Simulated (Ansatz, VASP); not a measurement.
**SiNi in VASP and in Ansatz**

Contents of INCAR:

```
PREC = Accurate
ENCUT = 600
EDIFF = 1E-6
ISMEAR = 0
SIGMA = 0.15
LREAL = False
LASPH = True
NELM = 120
ALGO = Normal
ISIF = 2
LWAVE = False
LCHARG = True
GGA = PS
LVHAR = True
NBANDS = 70
GGA_COMPAT = False
KPAR = 4
```

Contents of KPOINTS:

```
regular mesh
0
Gamma
  9 9 5
```

POSCAR

```
SiNi
1.0
    0.0000000000     -4.4679769961      0.0000000000
    0.0000000000      0.0000000000     -4.4679769961
    8.9359539923     -0.7448117652      0.7448117652
Si Ni
8 8
Direct
    0.1246576528      0.1824132898      0.1732322644
    0.0413076528      0.2657632898      0.6732322644
    0.8336673472      0.6663326528      0.0767677356
    0.7503173472      0.7496826528      0.5767677356
    0.1925617102      1.0003673472      0.9232322644
    0.2759117102      0.9170173472      0.4232322644
    0.5157132898      0.4842867102      0.8267677356
    0.5990632898      0.4009367102      0.3267677356
    0.7135661541      0.9884528685      0.8244952443
    0.7969161541      0.9051028685      0.3244952443
   -0.0052911541      0.5052911541      0.9255047557
    0.0780588459      0.4219411541      0.4255047557
    0.6365721315      0.1614088459      0.0744952443
    0.5532221315      0.2447588459      0.5744952443
    0.3217528685      0.6782471315      0.1755047557
    0.2384028685      0.7615971315      0.6755047557
```

Input for Ansatz:

```yaml
crystal:
  lattice:
    - [0.0, -4.4679769961, 0.0]
    - [0.0, 0.0, -4.4679769961]
    - [8.9359539923, -0.7448117652, 0.7448117652]
  atoms:
    - { symbol: Si, position: [0.1246576528, 0.1824132898, 0.1732322644] }
    - { symbol: Si, position: [0.0413076528, 0.2657632898, 0.6732322644] }
    - { symbol: Si, position: [0.8336673472, 0.6663326528, 0.0767677356] }
    - { symbol: Si, position: [0.7503173472, 0.7496826528, 0.5767677356] }
    - { symbol: Si, position: [0.1925617102, 1.0003673472, 0.9232322644] }
    - { symbol: Si, position: [0.2759117102, 0.9170173472, 0.4232322644] }
    - { symbol: Si, position: [0.5157132898, 0.4842867102, 0.8267677356] }
    - { symbol: Si, position: [0.5990632898, 0.4009367102, 0.3267677356] }
    - { symbol: Ni, position: [0.7135661541, 0.9884528685, 0.8244952443] }
    - { symbol: Ni, position: [0.7969161541, 0.9051028685, 0.3244952443] }
    - { symbol: Ni, position: [-0.0052911541, 0.5052911541, 0.9255047557] }
    - { symbol: Ni, position: [0.0780588459, 0.4219411541, 0.4255047557] }
    - { symbol: Ni, position: [0.6365721315, 0.1614088459, 0.0744952443] }
    - { symbol: Ni, position: [0.5532221315, 0.2447588459, 0.5744952443] }
    - { symbol: Ni, position: [0.3217528685, 0.6782471315, 0.1755047557] }
    - { symbol: Ni, position: [0.2384028685, 0.7615971315, 0.6755047557] }
basis:
  ecutwfc: 420
kpoints:
  mp_grid: { grid: [9, 9, 5] }
hamiltonian:
  xc: pbesol
scf:
  occupations: { method: gaussian, width: 0.15 }
output:
  forces: true
  stress: true
  eigenvalues: true
```

Alike in both runs: task single point; functional PBEsol; k mesh 9 × 9 × 5; occupations gaussian, width 0.15 eV; no spin polarisation.

```csv
,VASP,Ansatz
version,VASP 6.6.1,Ansatz 0.2.0
potentials or method,"VASP PAW PBE potentials, release 64 (Si, Ni), cutoff 600 eV","scalar-relativistic, plane waves, PAW"
valence electrons in the cell,112,176
```

|  | VASP | Ansatz | Ansatz less VASP |
| --- | --- | --- | --- |
| gap on the k mesh at the Fermi level (eV) | none | none | - |
| pressure (GPa) | 11.6 | 11.2 | -0.38 |
| traceless stress, the component that is largest in VASP (GPa) | 15.86 | 15.81 | -0.051 |
| rms of the force components (eV/Å) | 4.287 | 4.232 | -0.0552 |

VASP's potentials were made for PBE, not for PBEsol. Atom by atom the forces differ by 0.057 eV/Å (rms over components). A gap of «none» marks a metal or a gap that the smearing closes. VASP's potentials hold 112 valence electrons a cell and Ansatz's 176, so a difference there can come from the potentials and not from the codes.
